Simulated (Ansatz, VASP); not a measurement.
One calculation of Ga3As3CO, two programs

Contents of INCAR:

```
SYSTEM = Ga3As3CO
PREC = Accurate
ENCUT = 520
EDIFF = 1E-6
ISMEAR = 0
SIGMA = 0.05
LREAL = .FALSE.
LASPH = .TRUE.
NELM = 120
ALGO = Normal
ISIF = 2
LWAVE = .FALSE.
LCHARG = .FALSE.
LDIPOL = .TRUE.
IDIPOL = 3
DIPOL = 0.5 0.5 0.320
GGA = PE
IVDW = 12
NBANDS = 57
GGA_COMPAT = .FALSE.
NELMDL = -8
```

Contents of KPOINTS:

```
Automatic mesh
0
G
  7 5 1
  0 0 0
```

File POSCAR:

```
Ga3As3CO
1.0
    4.0137031122      0.0000000000      0.0000000000
    0.0000000000      5.6762333766      0.0000000000
    0.0000000000      0.0000000000     23.3352699183
Ga As O C
3 3 1 1
Direct
    0.5000000000      0.5000000000      0.1714143446
    0.0000000000      0.0653835280      0.2680035050
    0.5000000000      0.4894639658      0.3228546360
    0.0000000000      0.2500000000      0.1714143446
    0.5000000000      0.8102208721      0.2504948971
    0.0000000000      0.2887573246      0.3593388869
    0.5000000000      1.0387573246      0.4836142868
    0.5000000000      1.0387573246      0.5328959109
```

Input for Ansatz:

```yaml
crystal:
  lattice:
    - [4.0137031122, 0.0, 0.0]
    - [0.0, 5.6762333766, 0.0]
    - [0.0, 0.0, 23.3352699183]
  atoms:
    - { symbol: Ga, position: [0.5, 0.5, 0.1714143446] }
    - { symbol: As, position: [0.0, 0.25, 0.1714143446] }
    - { symbol: Ga, position: [0.0, 0.065383528, 0.268003505] }
    - { symbol: As, position: [0.5, 0.8102208721, 0.2504948971] }
    - { symbol: Ga, position: [0.5, 0.4894639658, 0.322854636] }
    - { symbol: As, position: [0.0, 0.2887573246, 0.3593388869] }
    - { symbol: O, position: [0.5, 1.0387573246, 0.4836142868] }
    - { symbol: C, position: [0.5, 1.0387573246, 0.5328959109] }
basis:
  ecutwfc: 420
kpoints:
  mp_grid: { grid: [7, 5, 1] }
hamiltonian:
  xc: pbe
  pseudopotentials: { kind: paw, azcp: { folder: soft_1 } }
  dispersion: d3bj
scf:
  occupations: { method: gaussian, width: 0.05 }
output:
  forces: true
  eigenvalues: true
efield:
  axis: 3
  dipole_correction: true
  ramp_width: 0.04
```

Alike in both runs: task single point; functional PBE; dispersion D3(BJ); k mesh 7 × 5 × 1; occupations gaussian, width 0.05 eV; no spin polarisation.

|  | VASP | Ansatz |
| --- | --- | --- |
| version | VASP 6.6.1 | Ansatz 0.2.0 |
| potentials or method | VASP PAW PBE potentials, release 64 (Ga_d, As_d, O, C), cutoff 520 eV | scalar-relativistic, plane waves, PAW |
| valence electrons in the cell | 94 | 94 |

```csv
,VASP,Ansatz,Ansatz less VASP
gap on the k mesh at the Fermi level (eV),0.41,0.41,+0.003
least direct gap on the mesh (eV),0.76,0.76,+0.002
rms of the force components (eV/Å),0.378,0.544,+0.1662
```

One of these differences is far larger than is usual between the two programs; its cause wasn't traced.

Noted on VASP's run: the standard files for N, O and F lose accuracy on very short bonds.
